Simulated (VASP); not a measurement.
# WSe2 (P6_3/mmc) in VASP: single point with r2SCAN

Aim: the single point of WSe2 with r2SCAN.

Program: VASP 6.6.1. These are calculated values, not measurements. Logs are shortened: lines on timing, memory, paths and dates and some standing lists are left out, and cuts for length are marked.

## Step 1: The cell of the first run

Symmetry: P6_3/mmc, No. 194, hexagonal system. The conventional cell has a = 3.376 Å, b = 3.376 Å, c = 13.272 Å, α = 90.00°, β = 90.00°, γ = 120.00°. W (site symmetry -6m2) has 6 Se at 2.60 Å and 6 W at 3.38 Å within 3.4 Å. Se (site symmetry 3m) has 3 W at 2.60 Å and 7 Se at 3.38 to 3.45 Å within 3.5 Å.

## Step 2: Single point, r2SCAN

Input file POSCAR:

```
WSe2
1.0
    1.6882240000      2.9240890000      0.0000000000
   -1.6882240000      2.9240890000      0.0000000000
    0.0000000000      0.0000000000     13.2722010000
W Se
2 4
Direct
    0.3333300000      0.3333400000      0.2500000000
    0.6666700000      0.6666600000      0.7500000000
    0.3333300000      0.3333400000      0.6200000000
    0.6666700000      0.6666600000      0.1200000000
    0.3333300000      0.3333400000      0.8800000000
    0.6666700000      0.6666600000      0.3800000000
```

Input file INCAR.step1:

```
SYSTEM = WSe2
ALGO = Normal
EDIFF = 1E-4
ENCUT = 520
GGA = PE
ISMEAR = -1
LASPH = .TRUE.
LCHARG = .FALSE.
LREAL = .FALSE.
LWAVE = .TRUE.
NBANDS = 35
NELM = 60
PREC = Accurate
SIGMA = 0.1
```

Input file INCAR.step2:

```
SYSTEM = WSe2
ALGO = Normal
EDIFF = 1E-7
ENCUT = 520
ISIF = 2
ISMEAR = -1
ISTART = 1
LASPH = .TRUE.
LCHARG = .FALSE.
LMIXTAU = .TRUE.
LREAL = .FALSE.
LWAVE = .FALSE.
METAGGA = R2SCAN
NBANDS = 35
NELM = 60
PREC = Accurate
SIGMA = 0.1
```

Input file KPOINTS:

```
k-points
0
G
  9 9 2
  0 0 0
```

Potentials or basis: VASP PAW PBE potentials, release 64 (W_sv, Se).

Started as:

```bash
> cat potpaw_PBE.64/W_sv/POTCAR potpaw_PBE.64/Se/POTCAR > POTCAR
> cp INCAR.step1 INCAR
> mpirun -np 1 vasp_std > vasp.out
> cp INCAR.step2 INCAR
> mpirun -np 1 vasp_std > vasp.out
```

OUTCAR:

```text
SYSTEM = WSe2
   EDIFF = 1E-7
   ENCUT = 520
   ISIF = 2
   ISMEAR = -1
   ISTART = 1
   LASPH = .TRUE.
   LREAL = .FALSE.
   METAGGA = R2SCAN
   NELM = 60
   PREC = Accurate

 ion  position               nearest neighbor table
   1  0.333  0.333  0.250-   4 2.60   6 2.60   4 2.60   6 2.60   4 2.60   6 2.60
   2  0.667  0.667  0.750-   3 2.60   5 2.60   3 2.60   5 2.60   3 2.60   5 2.60
   3  0.333  0.333  0.620-   2 2.60   2 2.60   2 2.60
   4  0.667  0.667  0.120-   1 2.60   1 2.60   1 2.60
   5  0.333  0.333  0.880-   2 2.60   2 2.60   2 2.60
   6  0.667  0.667  0.380-   1 2.60   1 2.60   1 2.60

  LATTYP: Found a hexagonal cell.
 ALAT       =     3.3764473569
 C/A-ratio  =     3.9308182824

  Lattice vectors:

 A1 = (   1.6882240000,  -2.9240890000,   0.0000000000)
 A2 = (   1.6882240000,   2.9240890000,   0.0000000000)
 A3 = (   0.0000000000,   0.0000000000,  13.2722010000)

Analysis of symmetry for initial positions (statically):
=====================================================================
 Subroutine PRICEL returns:
 Original cell was already a primitive cell.

 Routine SETGRP: Setting up the symmetry group for a
 hexagonal supercell.

 Subroutine GETGRP returns: Found  8 space group operations
 (whereof  4 operations were pure point group operations)
 out of a pool of 24 trial point group operations.

The static configuration has the point symmetry C_2h.
 The point group associated with its full space group is D_2h.

Analysis of symmetry for dynamics (positions and initial velocities):
=====================================================================
 Subroutine PRICEL returns:
 Original cell was already a primitive cell.

 Routine SETGRP: Setting up the symmetry group for a
 hexagonal supercell.

 Subroutine GETGRP returns: Found  8 space group operations
 (whereof  4 operations were pure point group operations)
 out of a pool of 24 trial point group operations.

The dynamic configuration has the point symmetry C_2h.
 The point group associated with its full space group is D_2h.

 Subroutine INISYM returns: Found  8 space group operations
 (whereof  4 operations are pure point group operations),
 and found     1 'primitive' translations

----------------------------------------------------------------------------------------

                                     Primitive cell

  volume of cell :     131.0369

  direct lattice vectors                    reciprocal lattice vectors
     1.688224000  2.924089000  0.000000000     0.296169229  0.170993427  0.000000000
    -1.688224000  2.924089000  0.000000000    -0.296169229  0.170993427  0.000000000
     0.000000000  0.000000000 13.272201000     0.000000000  0.000000000  0.075345453

  length of vectors
     3.376447357  3.376447357 13.272201000     0.341986790  0.341986790  0.075345453

  position of ions in fractional coordinates (direct lattice)
     0.333330000  0.333340000  0.250000000
     0.666670000  0.666660000  0.750000000
     0.333330000  0.333340000  0.620000000
     0.666670000  0.666660000  0.120000000
     0.333330000  0.333340000  0.880000000
     0.666670000  0.666660000  0.380000000

  ion indices of the primitive-cell ions
   primitive index   ion index
                 1           1
                 2           2
                 3           3
                 4           4
                 5           5
                 6           6

----------------------------------------------------------------------------------------

 KPOINTS: k-points

Automatic generation of k-mesh.
 Grid dimensions read from file:
 generate k-points for:    9    9    2

 Generating k-lattice:

  Cartesian coordinates                     Fractional coordinates (reciprocal lattice)
     0.032907692  0.018999270  0.000000000     0.111111111 -0.000000000  0.000000000
    -0.032907692  0.018999270  0.000000000    -0.000000000  0.111111111  0.000000000
     0.000000000  0.000000000  0.037672727     0.000000000  0.000000000  0.500000000

  Length of vectors
     0.037998532  0.037998532  0.037672727

  Shift w.r.t. Gamma in fractional coordinates (k-lattice)
     0.000000000  0.000000000  0.000000000

 Subroutine IBZKPT returns following result:
 ===========================================

 Found     50 irreducible k-points:

 Following reciprocal coordinates:
            Coordinates               Weight
  0.000000  0.000000  0.000000      1.000000
  0.111111  0.000000  0.000000      4.000000
  0.000000  0.111111  0.000000      2.000000
  0.222222 -0.000000  0.000000      4.000000
 -0.000000  0.222222  0.000000      2.000000
  0.333333  0.000000  0.000000      4.000000
[... 16 lines left out ...]
  0.333333 -0.444444  0.000000      4.000000
 -0.222222  0.333333  0.000000      4.000000
 [... further k-points ...]
   k-points           NKPTS =     50   k-points in BZ     NKDIM =     50   number of bands    NBANDS=     35
   number of dos      NEDOS =    301   number of ions     NIONS =      6
   total plane-waves  NPLWV =  78400
   dimension x,y,z NGX =    28 NGY =   28 NGZ =  100
   dimension x,y,z NGXF=    56 NGYF=   56 NGZF=  200
   ions per type =               2   4
   NGX,Y,Z   is equivalent  to a cutoff of  13.79, 13.79, 12.53 a.u.
   NGXF,Y,Z  is equivalent  to a cutoff of  27.57, 27.57, 25.05 a.u.
 SYSTEM =  WSe2
   PREC   = accura    normal or accurate (medium, high low for compatibility)
   ISTART =      1    job   : 0-new  1-cont  2-samecut
   ICHARG =      0    charge: 1-file 2-atom 10-const
   ISPIN  =      1    spin polarized calculation?
   LNONCOLLINEAR =      F non collinear calculations
   LSORBIT =      F    spin-orbit coupling
   LASPH  =      T    aspherical Exc in radial PAW
   ENCUT  =  520.0 eV  38.22 Ry    6.18 a.u.   6.28  6.28 24.68*2*pi/ulx,y,z
   NELM   =     60;   NELMIN=  2; NELMDL=  0     # of ELM steps
   EDIFF  = 0.1E-06   stopping-criterion for ELM
   LREAL  =      F    real-space projection
   EDIFFG = 0.1E-05   stopping-criterion for IOM
   NSW    =      0    number of steps for IOM
   IBRION =     -1    ionic relax: 0-MD 1-quasi-New 2-CG
   NFREE  =      0    steps in history (QN), initial steepest desc. (CG)
   ISIF   =      2    stress and relaxation
   ISYM   =      2    0-nonsym 1-usesym 2-fastsym
   POTIM  = 0.5000    time-step for ionic-motion
   TEBEG  =    0.0;   TEEND  =   0.0 temperature during run
   PSTRESS=    0.0 pullay stress
   NELECT =      52.0000    total number of electrons
   NUPDOWN=      -1.0000    fix difference up-down
   EMIN   =  10.00;   EMAX   =-10.00  energy-range for DOS
   EFERMI =   0.00;   METHOD = LEGACY
   ISMEAR =    -1;   SIGMA  =   0.10  broadening in eV -4-tet -1-fermi 0-gaus
   EFERMI_NEDOS =   21; number of points for ismear=-14 and -15
   IALGO  =     38    algorithm
   IMIX   =      4    mixing-type and parameters
     AMIX     =   0.40;   BMIX     =  1.00
     AMIX_MAG =   1.60;   BMIX_MAG =  1.00
  volume/ion in A,a.u.               =      21.84       147.38
  Fermi-wavevector in a.u.,A,eV,Ry     =   1.203034  2.273406 19.691603  1.447292
  Thomas-Fermi vector in A             =   2.338799
   LORBIT       =      0    0 simple, 1 ext, 2 COOP (PROOUT), +10 PAW based schemes
   METAGGA = R2SCAN    functional components
   LHFCALC =     F    Hartree Fock is set to
   AEXX    =    0.0000 exact exchange contribution
   IVDW    =     0    specifies the selected vdW correction
   LEPSILON=     F    determine dielectric tensor
   LRPA    =     F    only Hartree local field effects (RPA)
 non-spin polarized calculation
  energy-cutoff  :      520.00
  volume of cell :      131.04
 maximum number of plane-waves:      3554
 NGX is ok and might be reduce to    28
   NGX = 13   NGY = 13   NGZ = 49

 number of electron      51.9999996 magnetization

 Free energy of the ion-electron system (eV)
  ---------------------------------------------------
  ext. energy  EPLUGINS =         0.00000000
  ---------------------------------------------------
  free energy    TOTEN  =      -163.28662401 eV

  energy without entropy =     -163.28619417  energy(sigma->0) =     -163.28640909

 E-fermi :   5.7143     XC(G=0): -11.0286

 val. band max:        5.2083233502   @ k =   0.0000   0.0000   0.0000
 cond. band min:       6.3922229910   @ k =  -0.1111   0.2222   0.0000
 fundamental gap:      1.1838996408
 Fermi energy:         5.7143223907

 k-point     1 :       0.0000    0.0000    0.0000
  band No.  band energies     occupation
      1     -71.1970      2.00000
      2     -71.1970      2.00000
      3     -34.7082      2.00000
      4     -34.7081      2.00000
      5     -34.6360      2.00000
      6     -34.6360      2.00000
[... 27 lines left out ...]
     34       7.9500      0.00000
     35       9.7660      0.00000

 k-point     2 :       0.1111    0.0000    0.0000
  band No.  band energies     occupation
      1     -71.1961      2.00000
      2     -71.1961      2.00000
      3     -34.7043      2.00000
      4     -34.7042      2.00000
      5     -34.6571      2.00000
      6     -34.6571      2.00000
[... 27 lines left out ...]
     34       8.1389      0.00000
     35      10.6223      0.00000

 k-point     3 :       0.0000    0.1111    0.0000
  band No.  band energies     occupation
      1     -71.1961      2.00000
      2     -71.1961      2.00000
      3     -34.7043      2.00000
      4     -34.7042      2.00000
      5     -34.6571      2.00000
      6     -34.6571      2.00000
[... 27 lines left out ...]
     34       8.1391      0.00000
     35      10.6223      0.00000
[... 723 lines left out ...]
 k-point    23 :       0.3333   -0.4444    0.0000
  band No.  band energies     occupation
      1     -71.1887      2.00000
      2     -71.1887      2.00000
      3     -34.7876      2.00000
      4     -34.7876      2.00000
      5     -34.7207      2.00000
      6     -34.7207      2.00000
[... 27 lines left out ...]
     34       9.8275      0.00000
     35      10.3735      0.00000

 k-point    24 :      -0.2222    0.3333    0.0000
  band No.  band energies     occupation
      1     -71.1887      2.00000
      2     -71.1887      2.00000
      3     -34.7876      2.00000
      4     -34.7876      2.00000
      5     -34.7207      2.00000
      6     -34.7207      2.00000
[... 27 lines left out ...]
     34       9.8275      0.00000
     35      10.3735      0.00000

 [... further k-points ...]
[... 5 lines left out ...]
  --------------------------------------------------------------------------------------
  -------------------------------------------------------------------------------------
  Total       -6.0141813     -6.0139132     -8.4573586      0.0002296      0.0000000      0.0000000
  in kB      -73.5348987    -73.5316202   -103.4074250      0.0028069      0.0000000      0.0000000
  external PRESSURE =     -83.4913146 kB  Pullay stress =       0.0000000 kB

 VOLUME and BASIS-vectors are now :
 -----------------------------------------------------------------------------
  energy-cutoff  :      520.00
  volume of cell :      131.04
      direct lattice vectors                 reciprocal lattice vectors
     1.688224000  2.924089000  0.000000000     0.296169229  0.170993427  0.000000000
    -1.688224000  2.924089000  0.000000000    -0.296169229  0.170993427  0.000000000
     0.000000000  0.000000000 13.272201000     0.000000000  0.000000000  0.075345453

 POSITION                                       TOTAL-FORCE (eV/Angst)
 -----------------------------------------------------------------------------------
     -0.00002      1.94940      3.31805         0.000500     -0.000289     -0.000000
      0.00002      3.89878      9.95415        -0.000500      0.000289     -0.000000
     -0.00002      1.94940      8.22876         0.000251     -0.000145      1.400657
      0.00002      3.89878      1.59266        -0.000251      0.000145      1.400657
     -0.00002      1.94940     11.67954         0.000251     -0.000145     -1.400657
      0.00002      3.89878      5.04344        -0.000251      0.000145     -1.400657
 -----------------------------------------------------------------------------------
    total drift:                                0.000000     -0.000000      0.000000

  FREE ENERGIE OF THE ION-ELECTRON SYSTEM (eV)
  ---------------------------------------------------
  free  energy   TOTEN  =      -163.2866240135 eV

  energy  without entropy=     -163.2861941721  energy(sigma->0) =     -163.28640909
```

It took 8.3 min on 1 thread of Intel Xeon 6975P-C (Granite Rapids), shared host; peak memory 0.41 GiB.

Results:

| Item | Value |
| --- | --- |
| Free energy | -163.2866 eV |
| Pressure | -8.3 GPa |
| Largest force | 1.401 eV/Å |
| Band gap on the k mesh | 1.18 eV (least direct gap 1.48 eV) |

Forces on the atoms (eV/Å):
```
W    0.001  0.000  0.000
W   -0.001  0.000  0.000
Se   0.000  0.000  1.401
Se   0.000  0.000  1.401
Se   0.000  0.000 -1.401
Se   0.000  0.000 -1.401
```

Stress tensor (GPa, compression positive):
```
 -7.35   0.00   0.00
  0.00  -7.35   0.00
  0.00   0.00 -10.34
```

Caveat: the cell stands under tension; the PAW data sets were made with another functional, which shifts forces and pressure a little; spin-orbit coupling is left out, which moves the levels of the heavy elements. A k mesh can miss the band edges.
